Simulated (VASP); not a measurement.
# BN (P6_3/mmc) in VASP: settings compared

Aim: see how the results for BN move with the level of theory and the settings. Levels: PBE, LDA. Tasks: single point.

Program: VASP 6.6.1. These are calculated values, not measurements. Logs are shortened: lines on timing, memory, paths and dates and some standing lists are left out, and cuts for length are marked.

## 1. The cell of the first run

Symmetry: P6_3/mmc, No. 194, hexagonal system. Conventional cell: a = 2.491 Å, b = 2.491 Å, c = 4.001 Å, α = 90.00°, β = 90.00°, γ = 120.00°. Within 2.3 Å of B (site symmetry -3m) lie 6 N at 1.75 Å and 2 B at 2.00 Å. N (site symmetry -6m2) has 6 B at 1.75 Å within 2.3 Å.

## 2. Single point, PBE

Input file INCAR:

```
SYSTEM = BN
PREC = Accurate
ENCUT = 520
EDIFF = 1E-6
ISMEAR = 0
SIGMA = 0.01
LREAL = .False.
LASPH = .True.
NELM = 100
ALGO = Normal
ISIF = 2
LWAVE = .False.
LCHARG = .True.
GGA = PE
LELF = .True.
LVHAR = .True.
NBANDS = 16
```

Input file KPOINTS:

```
Automatic mesh
0
Gamma
  6 6 4
  0 0 0
```

Input file POSCAR:

```
BN
1.0
    2.4913353523      0.0000000000      0.0000000000
   -1.2456676762      2.1575597044      0.0000000000
    0.0000000000      0.0000000000      4.0010591823
B N
2 2
Direct
    0.0000000000      0.0000000000      0.0000000000
    0.0000000000      0.0000000000      0.5000000000
    0.3333333333      0.6666666667      0.2500000000
    0.6666666667      0.3333333333      0.7500000000
```

Potentials or basis: VASP PAW PBE potentials, release 64 (B, N).

Command:

```console
cat potpaw_PBE.64/B/POTCAR potpaw_PBE.64/N/POTCAR > POTCAR
mpirun -np 1 vasp_std > vasp.out
```

OUTCAR:

```text
SYSTEM = BN
   PREC = Accurate
   ENCUT = 520
   EDIFF = 1E-6
   ISMEAR = 0
   LREAL = .False.
   LASPH = .True.
   NELM = 100
   ISIF = 2
   GGA = PE

 ion  position               nearest neighbor table
   1  0.000  0.000  0.000-   3 1.75   4 1.75   3 1.75   4 1.75   4 1.75   3 1.75   2 2.00   2 2.00

   2  0.000  0.000  0.500-   3 1.75   4 1.75   3 1.75   4 1.75   4 1.75   3 1.75   1 2.00   1 2.00

   3  0.333  0.667  0.250-   1 1.75   2 1.75   1 1.75   2 1.75   1 1.75   2 1.75
   4  0.667  0.333  0.750-   1 1.75   2 1.75   1 1.75   2 1.75   1 1.75   2 1.75

  LATTYP: Found a hexagonal cell.
 ALAT       =     2.4913353523
 C/A-ratio  =     1.6059898073

  Lattice vectors:

 A1 = (   2.4913353523,   0.0000000000,   0.0000000000)
 A2 = (  -1.2456676762,   2.1575597044,   0.0000000000)
 A3 = (   0.0000000000,   0.0000000000,   4.0010591823)

Analysis of symmetry for initial positions (statically):
=====================================================================
 Subroutine PRICEL returns:
 Original cell was already a primitive cell.

 Routine SETGRP: Setting up the symmetry group for a
 hexagonal supercell.

 Subroutine GETGRP returns: Found 24 space group operations
 (whereof 12 operations were pure point group operations)
 out of a pool of 24 trial point group operations.

The static configuration has the point symmetry D_3d.
 The point group associated with its full space group is D_6h.

Analysis of symmetry for dynamics (positions and initial velocities):
=====================================================================
 Subroutine PRICEL returns:
 Original cell was already a primitive cell.

 Routine SETGRP: Setting up the symmetry group for a
 hexagonal supercell.

 Subroutine GETGRP returns: Found 24 space group operations
 (whereof 12 operations were pure point group operations)
 out of a pool of 24 trial point group operations.

The dynamic configuration has the point symmetry D_3d.
 The point group associated with its full space group is D_6h.

 Subroutine INISYM returns: Found 24 space group operations
 (whereof 12 operations are pure point group operations),
 and found     1 'primitive' translations

----------------------------------------------------------------------------------------

                                     Primitive cell

  volume of cell :      21.5065

  direct lattice vectors                    reciprocal lattice vectors
     2.491335352  0.000000000  0.000000000     0.401391165  0.231743297  0.000000000
    -1.245667676  2.157559704  0.000000000     0.000000000  0.463486595  0.000000000
     0.000000000  0.000000000  4.001059182     0.000000000  0.000000000  0.249933819

  length of vectors
     2.491335352  2.491335352  4.001059182     0.463486595  0.463486595  0.249933819

  position of ions in fractional coordinates (direct lattice)
     0.000000000  0.000000000  0.000000000
     0.000000000  0.000000000  0.500000000
     0.333333333  0.666666667  0.250000000
     0.666666667  0.333333333  0.750000000

  ion indices of the primitive-cell ions
   primitive index   ion index
                 1           1
                 2           2
                 3           3
                 4           4

----------------------------------------------------------------------------------------

 KPOINTS: Automatic mesh

Automatic generation of k-mesh.
 Grid dimensions read from file:
 generate k-points for:    6    6    4

 Generating k-lattice:

  Cartesian coordinates                     Fractional coordinates (reciprocal lattice)
     0.066898528  0.038623883  0.000000000     0.166666667  0.000000000  0.000000000
     0.000000000  0.077247766  0.000000000     0.000000000  0.166666667  0.000000000
     0.000000000  0.000000000  0.062483455     0.000000000  0.000000000  0.250000000

  Length of vectors
     0.077247766  0.077247766  0.062483455

  Shift w.r.t. Gamma in fractional coordinates (k-lattice)
     0.000000000  0.000000000  0.000000000

 Subroutine IBZKPT returns following result:
 ===========================================

 Found     21 irreducible k-points:

 Following reciprocal coordinates:
            Coordinates               Weight
  0.000000  0.000000  0.000000      1.000000
  0.166667  0.000000  0.000000      6.000000
  0.333333  0.000000  0.000000      6.000000
  0.500000 -0.000000  0.000000      3.000000
  0.166667  0.166667  0.000000      6.000000
  0.333333  0.166667  0.000000     12.000000
[... 13 lines left out ...]
  0.333333  0.166667  0.500000     12.000000
  0.333333  0.333333  0.500000      2.000000
   k-points           NKPTS =     21   k-points in BZ     NKDIM =     21   number of bands    NBANDS=     16
   number of dos      NEDOS =    301   number of ions     NIONS =      4
   total plane-waves  NPLWV =  12000
   dimension x,y,z NGX =    20 NGY =   20 NGZ =   30
   dimension x,y,z NGXF=    40 NGYF=   40 NGZF=   60
   ions per type =               2   2
   NGX,Y,Z   is equivalent  to a cutoff of  13.35, 13.35, 12.47 a.u.
   NGXF,Y,Z  is equivalent  to a cutoff of  26.69, 26.69, 24.93 a.u.
 SYSTEM =  BN
   PREC   = accura    normal or accurate (medium, high low for compatibility)
   ISTART =      0    job   : 0-new  1-cont  2-samecut
   ICHARG =      2    charge: 1-file 2-atom 10-const
   ISPIN  =      1    spin polarized calculation?
   LNONCOLLINEAR =      F non collinear calculations
   LSORBIT =      F    spin-orbit coupling
   LASPH  =      T    aspherical Exc in radial PAW
   ENCUT  =  520.0 eV  38.22 Ry    6.18 a.u.   4.63  4.63  7.44*2*pi/ulx,y,z
   NELM   =    100;   NELMIN=  2; NELMDL= -5     # of ELM steps
   EDIFF  = 0.1E-05   stopping-criterion for ELM
   LREAL  =      F    real-space projection
   EDIFFG = 0.1E-04   stopping-criterion for IOM
   NSW    =      0    number of steps for IOM
   IBRION =     -1    ionic relax: 0-MD 1-quasi-New 2-CG
   NFREE  =      0    steps in history (QN), initial steepest desc. (CG)
   ISIF   =      2    stress and relaxation
   ISYM   =      2    0-nonsym 1-usesym 2-fastsym
   POTIM  = 0.5000    time-step for ionic-motion
   TEBEG  =    0.0;   TEEND  =   0.0 temperature during run
   PSTRESS=    0.0 pullay stress
   NELECT =      16.0000    total number of electrons
   NUPDOWN=      -1.0000    fix difference up-down
   EMIN   =  10.00;   EMAX   =-10.00  energy-range for DOS
   EFERMI =   0.00;   METHOD = LEGACY
   ISMEAR =     0;   SIGMA  =   0.01  broadening in eV -4-tet -1-fermi 0-gaus
   EFERMI_NEDOS =   21; number of points for ismear=-14 and -15
   IALGO  =     38    algorithm
   IMIX   =      4    mixing-type and parameters
     AMIX     =   0.40;   BMIX     =  1.00
     AMIX_MAG =   1.60;   BMIX_MAG =  1.00
  volume/ion in A,a.u.               =       5.38        36.28
  Fermi-wavevector in a.u.,A,eV,Ry     =   1.483400  2.803219 29.939272  2.200474
  Thomas-Fermi vector in A             =   2.597066
   LORBIT       =      0    0 simple, 1 ext, 2 COOP (PROOUT), +10 PAW based schemes
   GGA     = PE    functional components
   LHFCALC =     F    Hartree Fock is set to
   AEXX    =    0.0000 exact exchange contribution
   IVDW    =     0    specifies the selected vdW correction
   LEPSILON=     F    determine dielectric tensor
   LRPA    =     F    only Hartree local field effects (RPA)
 non-spin polarized calculation
 Gauss-broadening in eV      SIGMA  =   0.01
  energy-cutoff  :      520.00
  volume of cell :       21.51
 maximum number of plane-waves:       592
 NGX is ok and might be reduce to    20
   NGX =  9   NGY =  9   NGZ = 15

 number of electron      15.9999997 magnetization

 Free energy of the ion-electron system (eV)
  ---------------------------------------------------
  ext. energy  EPLUGINS =         0.00000000
  ---------------------------------------------------
  free energy    TOTEN  =       -27.83241045 eV

  energy without entropy =      -27.83241045  energy(sigma->0) =      -27.83241045

 E-fermi :  10.2721     XC(G=0): -13.6614

 val. band max:       10.1395792572   @ k =   0.1667   0.0000   0.0000
 cond. band min:      11.7172956166   @ k =   0.3333   0.3333   0.0000
 fundamental gap:      1.5777163595
 Fermi energy:        10.2720545538

 k-point     1 :       0.0000    0.0000    0.0000
  band No.  band energies     occupation
      1     -12.1701      2.00000
      2      -7.0409      2.00000
      3      -2.0619      2.00000
      4       8.6828      2.00000
      5       8.6828      2.00000
      6       9.4638      2.00000
[... 8 lines left out ...]
     15      24.8933      0.00000
     16      25.2633      0.00000

 k-point     2 :       0.1667    0.0000    0.0000
  band No.  band energies     occupation
      1     -11.4887      2.00000
      2      -6.4183      2.00000
      3      -1.4626      2.00000
      4       4.9649      2.00000
      5       6.8457      2.00000
      6       7.8075      2.00000
[... 8 lines left out ...]
     15      23.5661      0.00000
     16      25.0222      0.00000

 k-point     3 :       0.3333    0.0000    0.0000
  band No.  band energies     occupation
      1      -9.5092      2.00000
      2      -4.9298      2.00000
      3       0.2202      2.00000
      4       0.2305      2.00000
      5       3.8454      2.00000
      6       5.0805      2.00000
[... 8 lines left out ...]
     15      23.1264      0.00000
     16      25.6712      0.00000

 k-point     4 :       0.5000   -0.0000    0.0000
  band No.  band energies     occupation
      1      -7.1831      2.00000
      2      -5.4698      2.00000
      3       0.0362      2.00000
      4       0.2123      2.00000
      5       1.8423      2.00000
      6       4.4351      2.00000
[... 8 lines left out ...]
     15      24.5139      0.00000
     16      25.9042      0.00000
[... 267 lines left out ...]
 k-point    19 :       0.1667    0.1667    0.5000
  band No.  band energies     occupation
      1      -8.4740      2.00000
      2      -8.4740      2.00000
      3       3.0697      2.00000
      4       3.0697      2.00000
      5       4.2195      2.00000
      6       4.2195      2.00000
[... 8 lines left out ...]
     15      23.8998      0.00000
     16      23.8998      0.00000

 k-point    20 :       0.3333    0.1667    0.5000
  band No.  band energies     occupation
      1      -6.2188      2.00000
      2      -6.2188      2.00000
      3      -0.6640      2.00000
      4      -0.6640      2.00000
      5       3.1362      2.00000
      6       3.1362      2.00000
[... 8 lines left out ...]
     15      24.9936      0.00000
     16      24.9936      0.00000

 k-point    21 :       0.3333    0.3333    0.5000
  band No.  band energies     occupation
      1      -4.9443      2.00000
      2      -4.9443      2.00000
      3      -0.4405      2.00000
      4      -0.4405      2.00000
      5       0.1378      2.00000
      6       0.1378      2.00000
[... 8 lines left out ...]
     15      25.9374      0.00000
     16      25.9374      0.00000

------------------------ aborting loop because EDIFF is reached ----------------------------------------

  FORCE on cell =-STRESS in cart. coord.  units (eV):
  Direction    XX          YY          ZZ          XY          YZ          ZX
  --------------------------------------------------------------------------------------
  -------------------------------------------------------------------------------------
  Total        0.5152525      0.5152525      0.7701162     -0.0000000     -0.0000000      0.0000000
  in kB       38.3849255     38.3849254     57.3715869     -0.0000000     -0.0000000      0.0000000
  external PRESSURE =      44.7138126 kB  Pullay stress =       0.0000000 kB

 VOLUME and BASIS-vectors are now :
 -----------------------------------------------------------------------------
  energy-cutoff  :      520.00
  volume of cell :       21.51
      direct lattice vectors                 reciprocal lattice vectors
     2.491335352  0.000000000  0.000000000     0.401391165  0.231743297  0.000000000
    -1.245667676  2.157559704  0.000000000     0.000000000  0.463486595  0.000000000
     0.000000000  0.000000000  4.001059182     0.000000000  0.000000000  0.249933819

 POSITION                                       TOTAL-FORCE (eV/Angst)
 -----------------------------------------------------------------------------------
      0.00000      0.00000      0.00000        -0.000000      0.000000      0.000000
      0.00000      0.00000      2.00053        -0.000000      0.000000      0.000000
     -0.00000      1.43837      1.00026        -0.000000      0.000000     -0.000000
      1.24567      0.71919      3.00079         0.000000     -0.000000     -0.000000
 -----------------------------------------------------------------------------------
    total drift:                                0.000000     -0.000000      0.000000

  FREE ENERGIE OF THE ION-ELECTRON SYSTEM (eV)
  ---------------------------------------------------
  free  energy   TOTEN  =       -27.8324104482 eV

  energy  without entropy=      -27.8324104482  energy(sigma->0) =      -27.83241045
```

Wall time 6.6 s (1 thread of Intel Xeon Platinum 8259CL at 2.50GHz (Skylake/Cascade Lake), shared host); peak memory 0.13 GiB.

Results:

* Free energy: -27.8324 eV
* Pressure: 4.5 GPa
* Band gap on the k mesh: 1.58 eV, indirect (least direct gap 5.53 eV)

Caveat: the k points lie up to 0.49 Å⁻¹ apart.

## 3. Single point, LDA

This run uses another cell than the first one, of 5.24 Å³/atom, 0.974 times its volume.

Input file INCAR:

```
SYSTEM = BN
PREC = Accurate
ENCUT = 520
EDIFF = 1E-6
ISMEAR = -1
SIGMA = 0.02
LREAL = .FALSE.
LASPH = .TRUE.
NELM = 80
ALGO = Normal
ISIF = 2
LWAVE = .FALSE.
LCHARG = .TRUE.
LELF = .TRUE.
LVHAR = .TRUE.
NBANDS = 16
```

Input file KPOINTS:

```
Automatic mesh
0
G
  12 12 6
  0 0 0
```

Input file POSCAR:

```
BN
1.0
    2.4658060634      0.0000000000      0.0000000000
   -1.2329030317      2.1354506917      0.0000000000
    0.0000000000      0.0000000000      3.9786110393
B N
2 2
Direct
    0.0000000000      0.0000000000      0.0000000000
    0.0000000000      0.0000000000      0.5000000000
    0.3333333333      0.6666666667      0.2500000000
    0.6666666667      0.3333333333      0.7500000000
```

Potentials or basis: VASP PAW LDA potentials, release 64 (B, N).

Command:

```console
cat potpaw_LDA.64/B/POTCAR potpaw_LDA.64/N/POTCAR > POTCAR
mpirun -np 1 vasp_std > vasp.out
```

It took 14 s on 1 thread of Intel Xeon Platinum 8259CL at 2.50GHz (Skylake/Cascade Lake), shared host; peak memory 0.13 GiB.

It converged, with:

```yaml
Free_energy: -31.8677 eV
Pressure: 0.7 GPa
Band_gap_on_the_k_mesh: 1.77 eV, indirect (least direct gap 5.48 eV)
```

Stress tensor (GPa, compression positive):
```
0.72 0.00 0.00
0.00 0.72 0.00
0.00 0.00 0.51
```

Levels at points of the mesh, in eV from the valence-band top:
```
           k point  band 5  band 6  band 7  band 8  band 9  band 10  band 11  band 12
(0.00, 0.00, 0.00)   -1.49   -0.68   -0.68   -0.30    6.20     8.31     8.31     8.69
(0.50, 0.00, 0.00)   -8.61   -5.86   -4.44   -0.62    5.29     5.78     6.10     6.59
(0.00, 0.00, 0.50)   -0.97   -0.97   -0.97   -0.97    7.54     7.54     7.78     7.78
(0.50, 0.00, 0.50)   -4.02   -4.02   -3.35   -3.35    4.90     4.90     7.60     7.60
```

A k mesh can miss the band edges.

[end of part 1 of 2]
